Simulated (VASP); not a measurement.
BaTiO3 (Barioperovskite):

```xyz
5
Lattice="3.9855 0.0000 0.0000 0.0000 2.8369 2.8451 0.0000 -2.8369 2.8451" Properties=species:S:1:pos:R:3 pbc="T T T"
Ba    0.0000    0.0000    0.0000
Ti    1.9928    0.0000    2.9157
O     0.0000    0.0000    2.7735
O     1.9928   -1.3804    4.2594
O     1.9928    1.3804    4.2594
```

Base run:

| Property | Result |
| --- | --- |
| Program | VASP 6.6.1 |
| Functional | PBEsol |
| Potentials or basis | VASP PAW PBE potentials, release 64 (Ba_sv, Ti_sv, O) |
| Cutoff | 520 eV |
| k mesh | 6 × 6 × 6 |
| Occupations | gaussian, width 0.01 eV |
| Spin | no spin polarisation |
| Hubbard terms | Ti d U = 4.0 eV |

Its results: band gap on the k mesh 2.26 eV, indirect (least direct gap 2.50 eV); pressure 1.2 GPa; largest force 0.419 eV/Å.

Task: The run is repeated on the same cell with these changes: hubbard terms from Ti d U = 4.0 eV to Ti d U = 6.0 eV. What comes out?

Result: Band gap on the k mesh 2.52 eV, indirect (least direct gap 2.77 eV); pressure 2.9 GPa; largest force 0.723 eV/Å.

Caveats: the PAW data sets were made with another functional, which shifts forces and pressure a little; spin-orbit coupling is left out, which moves the levels of the heavy elements.

A k mesh can miss the band edges.
